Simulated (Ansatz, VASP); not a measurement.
Two plane-wave programs on Ta2Si

Contents of INCAR:

```
SYSTEM = Ta2Si
PREC = Accurate ; ENCUT = 520
EDIFF = 1E-7 ; ISMEAR = 0
SIGMA = 0.2 ; LREAL = .FALSE.
LASPH = .TRUE. ; NELM = 80
ALGO = Normal ; ISIF = 2
LWAVE = .FALSE. ; LCHARG = .FALSE.
GGA = PS ; NBANDS = 35
```

Contents of KPOINTS:

```
Automatic mesh
0
G
  5 5 5
  0 0 0
```

File POSCAR:

```
Ta2Si
1.0
   -3.0877629443      3.0877629443      2.5236412193
    3.0877629443     -3.0877629443      2.5236412193
    3.0877629443      3.0877629443     -2.5236412193
Ta Si
4 2
Direct
    0.6635932100      0.8364067900      0.5000000000
    0.8364067900      0.3364067900      0.1728135800
    0.3364067900      0.1635932100      0.5000000000
    0.1635932100      0.6635932100      0.8271864200
    0.2500000000      0.2500000000      0.0000000000
    0.7500000000      0.7500000000      0.0000000000
```

Input for Ansatz:

```yaml
crystal:
  lattice:
    - [-3.0877629443, 3.0877629443, 2.5236412193]
    - [3.0877629443, -3.0877629443, 2.5236412193]
    - [3.0877629443, 3.0877629443, -2.5236412193]
  atoms:
    - { symbol: Ta, position: [0.66359321, 0.83640679, 0.5] }
    - { symbol: Ta, position: [0.83640679, 0.33640679, 0.17281358] }
    - { symbol: Ta, position: [0.33640679, 0.16359321, 0.5] }
    - { symbol: Ta, position: [0.16359321, 0.66359321, 0.82718642] }
    - { symbol: Si, position: [0.25, 0.25, 0.0] }
    - { symbol: Si, position: [0.75, 0.75, 0.0] }
basis:
  ecutwfc: 420
kpoints:
  mp_grid: { grid: [5, 5, 5] }
hamiltonian:
  xc: pbesol
scf:
  occupations: { method: gaussian, width: 0.2 }
output:
  forces: true
  stress: true
  eigenvalues: true
```

Alike in both runs: task single point; functional PBEsol; k mesh 5 × 5 × 5; occupations gaussian, width 0.2 eV; no spin polarisation.

|  | VASP | Ansatz |
| --- | --- | --- |
| version | VASP 6.6.1 | Ansatz 0.2.0 |
| potentials or method | VASP PAW PBE potentials, release 64 (Ta_pv, Si), cutoff 520 eV | scalar-relativistic, plane waves, PAW |
| valence electrons in the cell | 52 | 60 |

|  | VASP | Ansatz | Ansatz less VASP |
| --- | --- | --- | --- |
| gap on the k mesh at the Fermi level (eV) | none | none | - |
| pressure (GPa) | -2.8 | -3.1 | -0.25 |
| traceless stress, the component that is largest in VASP (GPa) | 1.36 | 1.38 | +0.025 |
| rms of the force components (eV/Å) | 0.033 | 0.030 | -0.0032 |

VASP's potentials were made for PBE, not for PBEsol. Atom by atom the forces differ by 0.003 eV/Å (rms over components). A gap of «none» marks a metal or a gap that the smearing closes. With one functional, cell and mesh, what is left measures potentials, basis and numerics. VASP's potentials hold 52 valence electrons a cell and Ansatz's 60, so a difference there can come from the potentials and not from the codes.

Spin-orbit coupling is off throughout.
